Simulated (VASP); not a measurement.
## HgTe: electric field gradients with LDA

HgTe:

```
Hg Te
1.0
    -0.09670    3.17515    3.17515
     3.17515   -0.09670    3.17515
     3.17515    3.17515   -0.09670
Hg Te
1 1
Direct
  0.00000 0.00000 0.00000
  0.75000 0.75000 0.75000
```

This cell differs from its parent crystal: equal xy, yz and zx shear strains of -3 %.

```
Program                : VASP 6.6.1
Task                   : electric field gradients
Functional             : LDA
Potentials or basis    : VASP PAW LDA potentials, release 64 (Hg, Te)
Cutoff                 : 520 eV
k mesh                 : 11 × 11 × 11
Occupations            : fermi-dirac, width 0.03 eV
Spin                   : no spin polarisation
Dipole correction      : no
Further INCAR settings : ALGO = Normal; EDIFF = 1e-08; NBANDS = 16
```

```json
{
 "Pressure": "0.2 GPa",
 "Largest force": "0.356 eV/Å",
 "Band gap on the k mesh": "0.16 eV",
 "Largest electric field gradient by atom": "Hg -85.5; Te -9.4 V/Å²"
}
```

Forces on the atoms (eV/Å):
```
Hg   0.206  0.206  0.206
Te  -0.206 -0.206 -0.206
```

Stress tensor (GPa, compression positive):
```
0.23 1.36 1.36
1.36 0.23 1.36
1.36 1.36 0.23
```

Levels at points of the mesh, in eV from the valence-band top:
```csv
k point,band 5,band 6,band 7,band 8,band 9,band 10,band 11,band 12,band 13,band 14
"(0.00, 0.00, 0.00)",-6.85,-6.85,-0.85,0.00,0.00,0.16,4.02,4.02,4.55,6.31
```

Electric field gradients, principal values (V/Å²):
```tsv
atom	least	middle	greatest (by size)
1 Hg	42.738	42.738	-85.475
2 Te	4.687	4.687	-9.375
```

It took 90 s on 1 thread of AMD EPYC 9R45 96-Core Processor (Zen 5) (shared host), peak memory 0.27 GiB.

Caveat: the cell differs from its parent crystal (equal xy, yz and zx shear strains of -3 %); without QUAD_EFG the Cq values of the log hold for a quadrupole moment of 1 mb, not for the nuclei; spin-orbit coupling is left out, which moves the levels of the heavy elements; an odd mesh through Γ misses points on the zone boundary, where band edges can lie.
